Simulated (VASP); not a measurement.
# Ti3N3F in VASP: single point with PBE

Aim: the single point of Ti3N3F with PBE.

Everything below comes from runs of VASP 6.6.1. Logs are shortened: lines on timing, memory, paths and dates and some standing lists are left out, and cuts for length are marked.

## (1) The cell of the first run

The cell holds a slab with vacuum, 7 atoms: a = 3.003 Å, b = 3.003 Å, c = 19.758 Å, α = 90.00°, β = 90.00°, γ = 90.00°.

## (2) Single point, PBE

Input file INCAR:

```
PREC = Accurate
ENCUT = 520
EDIFF = 1E-6
ISMEAR = 0
SIGMA = 0.1
LREAL = F
LASPH = T
NELM = 60
ALGO = Fast
ISIF = 2
LWAVE = F
LCHARG = F
LDIPOL = T
IDIPOL = 3
DIPOL = 0.5 0.5 0.334
GGA = PE
NBANDS = 38
```

Input file KPOINTS:

```
regular mesh
0
Gamma
  9 9 1
```

Input file POSCAR:

```
Ti3N3F
1.0
    3.0028555063      0.0000000000      0.0000000000
    0.0000000000      3.0028555063      0.0000000000
    0.0000000000      0.0000000000     19.7584944394
Ti N F
3 3 1
Direct
    0.5000000000      0.5000000000      0.2024445745
    0.0000000000      0.0000000000      0.3072496205
    0.5000000000      0.5000000000      0.4076776406
    0.0000000000      0.0000000000      0.2024445745
    0.5000000000      0.5000000000      0.3055678855
    0.0000000000      0.0000000000      0.4179718482
    0.0000000000      0.5000000000      0.4965622414
```

Potentials or basis: VASP PAW PBE potentials, release 64 (Ti_sv, N, F).

Run with:

```sh
cat potpaw_PBE.64/Ti_sv/POTCAR potpaw_PBE.64/N/POTCAR potpaw_PBE.64/F/POTCAR > POTCAR
mpirun -np 1 vasp_std > vasp.out
```

OUTCAR:

```text
PREC = Accurate
   ENCUT = 520
   EDIFF = 1E-6
   ISMEAR = 0
   LREAL = F
   LASPH = T
   NELM = 60
   ISIF = 2
   GGA = PE

 ion  position               nearest neighbor table
   1  0.500  0.500  0.202-   5 2.04   4 2.12   4 2.12   4 2.12   4 2.12
   2  0.000  0.000  0.307-   4 2.07   5 2.12   5 2.12   5 2.12   5 2.12   6 2.19   3 2.91   3 2.91
                             3 2.91   3 2.91
   3  0.500  0.500  0.408-   5 2.02   6 2.13   6 2.13   6 2.13   6 2.13   7 2.31   7 2.31   2 2.91
                             2 2.91   2 2.91   2 2.91
   4  0.000  0.000  0.202-   2 2.07   1 2.12   1 2.12   1 2.12   1 2.12
   5  0.500  0.500  0.306-   3 2.02   1 2.04   2 2.12   2 2.12   2 2.12   2 2.12
   6  0.000  0.000  0.418-   3 2.13   3 2.13   3 2.13   3 2.13   2 2.19
   7  0.000  0.500  0.497-   3 2.31   3 2.31

  LATTYP: Found a simple tetragonal cell.
 ALAT       =     3.0028555063
 C/A-ratio  =     6.5799018294

  Lattice vectors:

 A1 = (   3.0028555063,   0.0000000000,   0.0000000000)
 A2 = (   0.0000000000,   3.0028555063,   0.0000000000)
 A3 = (   0.0000000000,   0.0000000000,  19.7584944394)

Analysis of symmetry for initial positions (statically):
=====================================================================
 Subroutine PRICEL returns:
 Original cell was already a primitive cell.

 Routine SETGRP: Setting up the symmetry group for a
 simple tetragonal supercell.

 Subroutine GETGRP returns: Found  4 space group operations
 (whereof  4 operations were pure point group operations)
 out of a pool of 16 trial point group operations.

The static configuration has the point symmetry C_2v.

Analysis of symmetry for dynamics (positions and initial velocities):
=====================================================================
 Subroutine PRICEL returns:
 Original cell was already a primitive cell.

 Routine SETGRP: Setting up the symmetry group for a
 simple tetragonal supercell.

 Subroutine GETGRP returns: Found  4 space group operations
 (whereof  4 operations were pure point group operations)
 out of a pool of 16 trial point group operations.

The dynamic configuration has the point symmetry C_2v.

 Subroutine INISYM returns: Found  4 space group operations
 (whereof  4 operations are pure point group operations),
 and found     1 'primitive' translations

----------------------------------------------------------------------------------------

                                     Primitive cell

  volume of cell :     178.1651

  direct lattice vectors                    reciprocal lattice vectors
     3.002855506  0.000000000  0.000000000     0.333016357  0.000000000  0.000000000
     0.000000000  3.002855506  0.000000000     0.000000000  0.333016357  0.000000000
     0.000000000  0.000000000 19.758494439     0.000000000  0.000000000  0.050611144

  length of vectors
     3.002855506  3.002855506 19.758494439     0.333016357  0.333016357  0.050611144

  position of ions in fractional coordinates (direct lattice)
     0.500000000  0.500000000  0.202444574
     0.000000000  0.000000000  0.307249621
     0.500000000  0.500000000  0.407677641
     0.000000000  0.000000000  0.202444574
     0.500000000  0.500000000  0.305567885
     0.000000000  0.000000000  0.417971848
     0.000000000  0.500000000  0.496562241

  ion indices of the primitive-cell ions
   primitive index   ion index
                 1           1
                 2           2
                 3           3
                 4           4
                 5           5
                 6           6
                 7           7

----------------------------------------------------------------------------------------

 KPOINTS: regular mesh

Automatic generation of k-mesh.
 Grid dimensions read from file:
 generate k-points for:    9    9    1

 Generating k-lattice:

  Cartesian coordinates                     Fractional coordinates (reciprocal lattice)
     0.037001817  0.000000000  0.000000000     0.111111111  0.000000000  0.000000000
     0.000000000  0.037001817  0.000000000     0.000000000  0.111111111  0.000000000
     0.000000000  0.000000000  0.050611144     0.000000000  0.000000000  1.000000000

  Length of vectors
     0.037001817  0.037001817  0.050611144

  Shift w.r.t. Gamma in fractional coordinates (k-lattice)
     0.000000000  0.000000000  0.000000000

 Subroutine IBZKPT returns following result:
 ===========================================

 Found     25 irreducible k-points:

 Following reciprocal coordinates:
            Coordinates               Weight
  0.000000  0.000000  0.000000      1.000000
  0.111111  0.000000  0.000000      2.000000
  0.000000  0.111111  0.000000      2.000000
  0.222222  0.000000  0.000000      2.000000
  0.000000  0.222222  0.000000      2.000000
  0.333333  0.000000  0.000000      2.000000
[... 16 lines left out ...]
  0.444444  0.333333  0.000000      4.000000
 -0.333333  0.444444  0.000000      4.000000
   k-points           NKPTS =     25   k-points in BZ     NKDIM =     25   number of bands    NBANDS=     38
   number of dos      NEDOS =    301   number of ions     NIONS =      7
   total plane-waves  NPLWV =  86400
   dimension x,y,z NGX =    24 NGY =   24 NGZ =  150
   dimension x,y,z NGXF=    48 NGYF=   48 NGZF=  300
   ions per type =               3   3   1
   NGX,Y,Z   is equivalent  to a cutoff of  13.29, 13.29, 12.62 a.u.
   NGXF,Y,Z  is equivalent  to a cutoff of  26.57, 26.57, 25.24 a.u.
 SYSTEM =  unknown system
   PREC   = accura    normal or accurate (medium, high low for compatibility)
   ISTART =      0    job   : 0-new  1-cont  2-samecut
   ICHARG =      2    charge: 1-file 2-atom 10-const
   ISPIN  =      1    spin polarized calculation?
   LNONCOLLINEAR =      F non collinear calculations
   LSORBIT =      F    spin-orbit coupling
   LASPH  =      T    aspherical Exc in radial PAW
   ENCUT  =  520.0 eV  38.22 Ry    6.18 a.u.   5.58  5.58 36.74*2*pi/ulx,y,z
   NELM   =     60;   NELMIN=  2; NELMDL= -5     # of ELM steps
   EDIFF  = 0.1E-05   stopping-criterion for ELM
   LREAL  =      F    real-space projection
   EDIFFG = 0.1E-04   stopping-criterion for IOM
   NSW    =      0    number of steps for IOM
   IBRION =     -1    ionic relax: 0-MD 1-quasi-New 2-CG
   NFREE  =      0    steps in history (QN), initial steepest desc. (CG)
   ISIF   =      2    stress and relaxation
   ISYM   =      2    0-nonsym 1-usesym 2-fastsym
   POTIM  = 0.5000    time-step for ionic-motion
   TEBEG  =    0.0;   TEEND  =   0.0 temperature during run
   PSTRESS=    0.0 pullay stress
   NELECT =      58.0000    total number of electrons
   NUPDOWN=      -1.0000    fix difference up-down
   EMIN   =  10.00;   EMAX   =-10.00  energy-range for DOS
   EFERMI =   0.00;   METHOD = LEGACY
   ISMEAR =     0;   SIGMA  =   0.10  broadening in eV -4-tet -1-fermi 0-gaus
   EFERMI_NEDOS =   21; number of points for ismear=-14 and -15
   IALGO  =     68    algorithm
   IMIX   =      4    mixing-type and parameters
     AMIX     =   0.40;   BMIX     =  1.00
     AMIX_MAG =   1.60;   BMIX_MAG =  1.00
  volume/ion in A,a.u.               =      25.45       171.76
  Fermi-wavevector in a.u.,A,eV,Ry     =   1.126185  2.128182 17.256184  1.268294
  Thomas-Fermi vector in A             =   2.262866
   LORBIT       =      0    0 simple, 1 ext, 2 COOP (PROOUT), +10 PAW based schemes
   GGA     = PE    functional components
   LHFCALC =     F    Hartree Fock is set to
   AEXX    =    0.0000 exact exchange contribution
   IVDW    =     0    specifies the selected vdW correction
   LEPSILON=     F    determine dielectric tensor
   LRPA    =     F    only Hartree local field effects (RPA)
 non-spin polarized calculation
 RMM-DIIS sequential band-by-band and
 Gauss-broadening in eV      SIGMA  =   0.10
  energy-cutoff  :      520.00
  volume of cell :      178.17
 maximum number of plane-waves:      4826
 NGX is ok and might be reduce to    24
   NGX = 11   NGY = 11   NGZ = 73

 dipolmoment           0.000000      0.000000     -0.008849 electrons x Angstroem

 number of electron      57.9999994 magnetization

 dipolmoment           0.000000      0.000000      0.328001 electrons x Angstroem

 Free energy of the ion-electron system (eV)
  ---------------------------------------------------
  ext. energy  EPLUGINS =         0.00000000
  ---------------------------------------------------
  free energy    TOTEN  =       -60.53035076 eV

  energy without entropy =      -60.51397124  energy(sigma->0) =      -60.52216100

 E-fermi :   0.0064     XC(G=0):  -5.5397

 val. band max:       -0.0470680120   @ k =   0.3333   0.1111   0.0000
 cond. band min:       0.0149473750   @ k =   0.2222   0.1111   0.0000
 fundamental gap:      0.0620153869
 Fermi energy:         0.0063784019

 k-point     1 :       0.0000    0.0000    0.0000
  band No.  band energies     occupation
      1     -57.8728      2.00000
      2     -57.7079      2.00000
      3     -57.5899      2.00000
      4     -34.3351      2.00000
      5     -34.0609      2.00000
      6     -33.9822      2.00000
[... 30 lines left out ...]
     37       1.7558      0.00000
     38       2.1723      0.00000

 k-point     2 :       0.1111    0.0000    0.0000
  band No.  band energies     occupation
      1     -57.8685      2.00000
      2     -57.7024      2.00000
      3     -57.5886      2.00000
      4     -34.3318      2.00000
      5     -34.0898      2.00000
      6     -33.9796      2.00000
[... 30 lines left out ...]
     37       1.9276      0.00000
     38       2.3751      0.00000
[... 859 lines left out ...]
     37       2.6967      0.00000
     38       2.7798      0.00000

 k-point    24 :      -0.3333    0.4444    0.0000
  band No.  band energies     occupation
      1     -57.8144      2.00000
      2     -57.6353      2.00000
      3     -57.5606      2.00000
      4     -34.2972      2.00000
      5     -34.2650      2.00000
      6     -34.1747      2.00000
[... 30 lines left out ...]
     37       2.5297      0.00000
     38       2.8218      0.00000

 [... further k-points ...]

------------------------ aborting loop because EDIFF is reached ----------------------------------------

 vacuum level on the upper side and lower side of the slab       (xc-potential included)         3.119        -3.356

  FORCE on cell =-STRESS in cart. coord.  units (eV):
  Direction    XX          YY          ZZ          XY          YZ          ZX
  --------------------------------------------------------------------------------------
  -------------------------------------------------------------------------------------
  Total       -6.5124607      1.0591882      0.8316084      0.0000000      0.0000000      0.0000000
  in kB      -58.5643033      9.5249125      7.4783665      0.0000000      0.0000000      0.0000000
  external PRESSURE =     -13.8536748 kB  Pullay stress =       0.0000000 kB

 VOLUME and BASIS-vectors are now :
 -----------------------------------------------------------------------------
  energy-cutoff  :      520.00
  volume of cell :      178.17
      direct lattice vectors                 reciprocal lattice vectors
     3.002855506  0.000000000  0.000000000     0.333016357  0.000000000  0.000000000
     0.000000000  3.002855506  0.000000000     0.000000000  0.333016357  0.000000000
     0.000000000  0.000000000 19.758494439     0.000000000  0.000000000  0.050611144

 POSITION                                       TOTAL-FORCE (eV/Angst)
 -----------------------------------------------------------------------------------
      1.50143      1.50143      4.00000         0.000000      0.000000      1.222451
      0.00000      0.00000      6.07079         0.000000      0.000000     -0.184213
      1.50143      1.50143      8.05510         0.000000      0.000000      4.878778
      0.00000      0.00000      4.00000         0.000000      0.000000     -1.362001
      1.50143      1.50143      6.03756         0.000000      0.000000     -0.395699
      0.00000      0.00000      8.25849         0.000000      0.000000     -4.156863
      0.00000      1.50143      9.81132         0.000000      0.000000     -0.002453
 -----------------------------------------------------------------------------------
    total drift:                                0.000000      0.000000     -0.005693

  FREE ENERGIE OF THE ION-ELECTRON SYSTEM (eV)
  ---------------------------------------------------
  free  energy   TOTEN  =       -60.5303507598 eV

  energy  without entropy=      -60.5139712355  energy(sigma->0) =      -60.52216100

 vacuum level on the upper side and lower side of the slab         8.891         2.229
```

Wall time 15 min (1 thread of Oxide Virtual Turin-like, shared host); peak memory 0.33 GiB.

Results:

* Free energy: -60.5304 eV
* Largest force: 4.879 eV/Å
* Band gap on the k mesh: zero (bands 29 and 30 overlap by 1.61 eV)

Forces in eV/Å, atoms in the order of the input:
```
Ti   0.000  0.000  1.222
Ti   0.000  0.000 -0.184
Ti   0.000  0.000  4.879
N    0.000  0.000 -1.362
N    0.000  0.000 -0.396
N    0.000  0.000 -4.157
F    0.000  0.000 -0.002
```

The gap in the log of VASP goes by the Fermi energy; the results here count the filled bands.